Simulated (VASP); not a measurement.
# BN (Cm) in VASP: single point with PBE

Aim: the single point of BN with PBE.

All numbers are computed with VASP 6.6.1; they aren't measurements. Logs are shortened: lines on timing, memory, paths and dates and some standing lists are left out, and cuts for length are marked.

### 1 The cell of the first run

It takes space group Cm (No. 8, monoclinic). Conventional cell: a = 4.441 Å, b = 2.564 Å, c = 12.756 Å, α = 90.00°, β = 100.02°, γ = 90.00°. Within 2.1 Å of B (site symmetry m) lie 5 N at 1.57 to 2.03 Å. B (site symmetry m) has 4 N at 1.57 Å within 2.1 Å. B (site symmetry m) has 4 N at 1.57 Å within 2.1 Å. Within 2.1 Å of B (site symmetry m) lie 4 N at 1.57 Å. B (site symmetry m) has 4 N at 1.57 Å within 2.1 Å. B (site symmetry m) has 4 N at 1.57 Å within 2.1 Å. Within 2.1 Å of N (site symmetry m) lie 4 B at 1.57 Å. Within 2.1 Å of N (site symmetry m) lie 4 B at 1.57 Å.

### 2 Single point, PBE

INCAR

```
SYSTEM = BN
ALGO = Normal
EDIFF = 1E-6
ENCUT = 520
GGA = PE
ISIF = 2
ISMEAR = 0
ISYM = 0
LASPH = .TRUE.
LCHARG = .FALSE.
LREAL = .FALSE.
LWAVE = .FALSE.
NBANDS = 36
NELM = 60
PREC = Accurate
SIGMA = 0.05
```

KPOINTS

```
k-points
0
G
  10 10 2
  0 0 0
```

POSCAR

```
BN
1.0
    1.8130010000     -1.8130010000      0.0000000000
    1.8130010000      0.0000000000     -1.8130010000
    8.1585045000      6.3455035000      7.2520040000
B N
6 6
Direct
    0.6354333333      0.6666666667      0.0624666667
   -0.4479000000      0.0000000000      0.8958000000
    0.2187666667      0.3333333333      0.2291333333
    0.3854333333      0.6666666667      0.5624666667
   -0.1979000000      0.0000000000      0.3958000000
   -0.0312333333      0.3333333333      0.7291333333
    0.4479333333      0.6666666667      0.4374666667
    0.8646000000      1.0000000000      0.2708000000
    0.0312666667      0.3333333333      0.6041333333
    0.1979333333      0.6666666667      0.9374666667
   -0.3854000000      0.0000000000      0.7708000000
    0.2812666667      0.3333333333      0.1041333333
```

Potentials or basis: VASP PAW PBE potentials, release 64 (B, N).

Launch:

```
> cat potpaw_PBE.64/B/POTCAR potpaw_PBE.64/N/POTCAR > POTCAR
> mpirun -np 1 vasp_std > vasp.out
```

OUTCAR:

```text
SYSTEM = BN
   EDIFF = 1E-6
   ENCUT = 520
   GGA = PE
   ISIF = 2
   ISMEAR = 0
   ISYM = 0
   LASPH = .TRUE.
   LREAL = .FALSE.
   NELM = 60
   PREC = Accurate

 ion  position               nearest neighbor table
   1  0.635  0.667  0.062-  12 1.57  12 1.57  12 1.57
   2  0.552  0.000  0.896-  11 1.57  10 1.57  10 1.57  10 1.57
   3  0.219  0.333  0.229-  12 1.57   8 1.57   8 1.57   8 1.57
   4  0.385  0.667  0.562-   9 1.57   9 1.57   9 1.57   7 1.57
   5  0.802  0.000  0.396-   8 1.57   7 1.57   7 1.57   7 1.57
   6  0.969  0.333  0.729-   9 1.57  11 1.57  11 1.57  11 1.57
   7  0.448  0.667  0.437-   4 1.57   5 1.57   5 1.57   5 1.57
   8  0.865  0.000  0.271-   5 1.57   3 1.57   3 1.57   3 1.57
   9  0.031  0.333  0.604-   4 1.57   4 1.57   4 1.57   6 1.57
  10  0.198  0.667  0.937-   2 1.57   2 1.57   2 1.57
  11  0.615  0.000  0.771-   2 1.57   6 1.57   6 1.57   6 1.57
  12  0.281  0.333  0.104-   1 1.57   1 1.57   1 1.57   3 1.57

IMPORTANT INFORMATION: All symmetrisations will be switched off!
NOSYMM: (Re-)initialisation of all symmetry stuff for point group C_1.

----------------------------------------------------------------------------------------

                                     Primitive cell

  volume of cell :      71.5114

  direct lattice vectors                    reciprocal lattice vectors
     1.813001000 -1.813001000  0.000000000     0.160875072 -0.390696604  0.160875072
     1.813001000  0.000000000 -1.813001000     0.183857225  0.183857225 -0.367714451
     8.158504500  6.345503500  7.252004000     0.045964306  0.045964306  0.045964306

  length of vectors
     2.563970603  2.563970603 12.626090937     0.452112170  0.450356388  0.079612514

  position of ions in fractional coordinates (direct lattice)
     0.635433333  0.666666667  0.062466667
     0.552100000  0.000000000  0.895800000
     0.218766667  0.333333333  0.229133333
     0.385433333  0.666666667  0.562466667
     0.802100000  0.000000000  0.395800000
     0.968766667  0.333333333  0.729133333
     0.447933333  0.666666667  0.437466667
     0.864600000  0.000000000  0.270800000
     0.031266667  0.333333333  0.604133333
     0.197933333  0.666666667  0.937466667
     0.614600000  0.000000000  0.770800000
     0.281266667  0.333333333  0.104133333

  ion indices of the primitive-cell ions
   primitive index   ion index
                 1           1
                 2           2
                 3           3
                 4           4
                 5           5
                 6           6
                 7           7
                 8           8
                 9           9
[... 109 lines left out ...]
   NUPDOWN=      -1.0000    fix difference up-down
   EMIN   =  10.00;   EMAX   =-10.00  energy-range for DOS
   EFERMI =   0.00;   METHOD = LEGACY
   ISMEAR =     0;   SIGMA  =   0.05  broadening in eV -4-tet -1-fermi 0-gaus
   EFERMI_NEDOS =   21; number of points for ismear=-14 and -15
   IALGO  =     38    algorithm
   IMIX   =      4    mixing-type and parameters
     AMIX     =   0.40;   BMIX     =  1.00
     AMIX_MAG =   1.60;   BMIX_MAG =  1.00
  volume/ion in A,a.u.               =       5.96        40.22
  Fermi-wavevector in a.u.,A,eV,Ry     =   1.433387  2.708709 27.954506  2.054598
  Thomas-Fermi vector in A             =   2.552911
   LORBIT       =      0    0 simple, 1 ext, 2 COOP (PROOUT), +10 PAW based schemes
   GGA     = PE    functional components
   LHFCALC =     F    Hartree Fock is set to
   AEXX    =    0.0000 exact exchange contribution
   IVDW    =     0    specifies the selected vdW correction
   LEPSILON=     F    determine dielectric tensor
   LRPA    =     F    only Hartree local field effects (RPA)
 non-spin polarized calculation
 Gauss-broadening in eV      SIGMA  =   0.05
  energy-cutoff  :      520.00
  volume of cell :       71.51
 maximum number of plane-waves:      1944
   NGX =  9   NGY =  9   NGZ = 47

 number of electron      47.9999995 magnetization

 Free energy of the ion-electron system (eV)
  ---------------------------------------------------
  ext. energy  EPLUGINS =         0.00000000
  ---------------------------------------------------
  free energy    TOTEN  =      -101.91322995 eV

  energy without entropy =     -101.91322995  energy(sigma->0) =     -101.91322995

 E-fermi :   8.1187     XC(G=0): -12.8113

 val. band max:        7.8973803190   @ k =   0.0000   0.0000   0.0000
 cond. band min:      10.7419220988   @ k =  -0.4000   0.3000   0.5000
 fundamental gap:      2.8445417798
 Fermi energy:         8.1186868111

 k-point     1 :       0.0000    0.0000    0.0000
  band No.  band energies     occupation
      1     -12.9113      2.00000
      2     -12.2027      2.00000
      3     -11.9966      2.00000
      4     -10.3534      2.00000
      5     -10.1500      2.00000
      6      -8.5210      2.00000
[... 925 lines left out ...]
     35      19.7144      0.00000
     36      20.0503      0.00000

 [... further k-points ...]

------------------------ aborting loop because EDIFF is reached ----------------------------------------

  FORCE on cell =-STRESS in cart. coord.  units (eV):
  Direction    XX          YY          ZZ          XY          YZ          ZX
  --------------------------------------------------------------------------------------
  -------------------------------------------------------------------------------------
  Total       -2.3115478     -2.3116793      5.8379613      2.6382151      3.0753034      3.0752098
  in kB      -51.7890657    -51.7920130    130.7965883     59.1078834     68.9006279     68.8985302
  external PRESSURE =       9.0718365 kB  Pullay stress =       0.0000000 kB

 VOLUME and BASIS-vectors are now :
 -----------------------------------------------------------------------------
  energy-cutoff  :      520.00
  volume of cell :       71.51
      direct lattice vectors                 reciprocal lattice vectors
     1.813001000 -1.813001000  0.000000000     0.160875072 -0.390696604  0.160875072
     1.813001000  0.000000000 -1.813001000     0.183857225  0.183857225 -0.367714451
     8.158504500  6.345503500  7.252004000     0.045964306  0.045964306  0.045964306

 POSITION                                       TOTAL-FORCE (eV/Angst)
 -----------------------------------------------------------------------------------
      2.87034     -0.75566     -0.75566         0.752165      0.752139      0.451392
      8.30935      4.68334      6.49635         0.182422      0.182398     -0.725572
      2.87034      1.05734      1.05734         0.120052      0.120023      0.507593
      6.49635      2.87034      2.87034         0.096814      0.096789      0.097459
      4.68334      1.05734      2.87034         0.097557      0.097533      0.107104
      8.30935      2.87034      4.68334         0.090308      0.090282      0.085823
      5.58984      1.96384      1.96384        -0.100479     -0.100354     -0.094796
      3.77684      0.15084      1.96384        -0.098306     -0.098250     -0.085845
      5.58984      3.77684      3.77684        -0.101042     -0.101130     -0.101150
      9.21585      5.58984      5.58984        -0.939569     -0.939460     -1.726906
      7.40285      3.77684      5.58984        -0.209042     -0.208994     -0.217608
      1.96384      0.15084      0.15084         0.109121      0.109025      1.702505
 -----------------------------------------------------------------------------------
    total drift:                               -0.000306      0.000009     -0.000021

  FREE ENERGIE OF THE ION-ELECTRON SYSTEM (eV)
  ---------------------------------------------------
  free  energy   TOTEN  =      -101.9132299545 eV

  energy  without entropy=     -101.9132299545  energy(sigma->0) =     -101.91322995
```

It took 9.5 min on 1 thread of AMD EPYC 7R13, shared host; peak memory 0.28 GiB.

Results:

- Free energy: -101.9132 eV
- Pressure: 0.9 GPa
- Largest force: 2.179 eV/Å
- Band gap on the k mesh: 2.84 eV, indirect (least direct gap 3.97 eV)

Forces in eV/Å, atoms in the order of the input:
```
B    0.752  0.752  0.451
B    0.182  0.182 -0.726
B    0.120  0.120  0.508
B    0.097  0.097  0.097
B    0.098  0.098  0.107
B    0.090  0.090  0.086
N   -0.100 -0.100 -0.095
N   -0.098 -0.098 -0.086
N   -0.101 -0.101 -0.101
N   -0.940 -0.939 -1.727
N   -0.209 -0.209 -0.218
N    0.109  0.109  1.703
```

Caveat: forces of over 1 eV/Å act on the atoms, so gaps and moduli don't describe the material at rest.
